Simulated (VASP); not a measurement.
Input of a VASP 6.6.1 run:

INCAR

```
PREC = Accurate
ENCUT = 520
EDIFF = 1E-6
ISMEAR = 0
SIGMA = 0.1
LREAL = False
LASPH = True
NELM = 60
ALGO = Fast
ISIF = 2
LWAVE = False
LCHARG = True
GGA = PE
LELF = True
LVHAR = True
NBANDS = 13
```

KPOINTS

```
Automatic mesh
0
Gamma
  20 20 20
```

Contents of POSCAR:

```
Sn
1.0
   -1.9714662056      1.9714662056      1.7315849427
    1.9714662056     -1.9714662056      1.7315849427
    1.9714662056      1.9714662056     -1.7315849427
Sn
1
Direct
    0.5000000000      0.5000000000      0.0000000000
```

Potentials or basis: VASP PAW PBE potentials, release 64 (Sn_d).

Run with:

```console
$ cat potpaw_PBE.64/Sn_d/POTCAR > POTCAR
$ mpirun -np 1 vasp_std > vasp.out
```

(1) Estimate the band gap on the k mesh.

(2) What does it give for the pressure?

Results:

(1) zero (bands 7 and 8 overlap by 9.64 eV).

(2) 1.4 GPa.

Caveat: spin-orbit coupling is left out, which moves the levels of the heavy elements.
